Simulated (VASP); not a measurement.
A run of VASP 6.6.1 is set up as follows.

The input INCAR:

```
PREC     = Accurate       # precision mode
ENCUT    = 520            # plane-wave cutoff, eV
EDIFF    = 1E-8           # SCF threshold, eV
ISMEAR   = -1             # smearing method
SIGMA    = 0.03           # smearing width, eV
LREAL    = F              # projectors in reciprocal space
LASPH    = T              # aspherical terms in the spheres
NELM     = 100            # most SCF steps
ALGO     = Normal         # electronic algorithm
ISIF     = 2              # what is computed and relaxed
LWAVE    = F              # write WAVECAR
LCHARG   = F              # write CHGCAR
GGA      = PS             # functional
LEFG     = T            
NBANDS   = 16             # bands
```

Contents of KPOINTS:

```
Automatic mesh
0
Gamma
  14 14 11
```

File POSCAR:

```
TiB2
1.0
    3.0088673998      0.0000000000      0.0000000000
   -1.5044336999      2.6057556048      0.0000000000
    0.0000000000      0.0000000000      3.2067322330
Ti B
1 2
Direct
    0.0000000000      0.0000000000      0.0000000000
    0.3333333333      0.6666666667      0.5000000000
    0.6666666667      0.3333333333      0.5000000000
```

Potentials or basis: VASP PAW PBE potentials, release 64 (Ti_sv, B).

Launch:

```console
$ cat potpaw_PBE.64/Ti_sv/POTCAR potpaw_PBE.64/B/POTCAR > POTCAR
$ mpirun -np 1 vasp_std > vasp.out
```

Q: What does it give for the pressure?

A: 0.4 GPa.

Q: What does it give for the band gap on the k mesh?

A: Zero (band 9 reaches 10.62 eV, above the bottom of band 10 at 9.97 eV).

Electric field gradients, principal values (V/Å²):
```
atom   least  middle  greatest (by size)
1 Ti  -9.415  -9.418              18.833
 2 B  -2.314  -2.314               4.628
 3 B  -2.314  -2.314               4.628
```

Caveat: without QUAD_EFG the Cq values of the log hold for a quadrupole moment of 1 mb, not for the nuclei; the PAW data sets were made with another functional, which shifts forces and pressure a little.
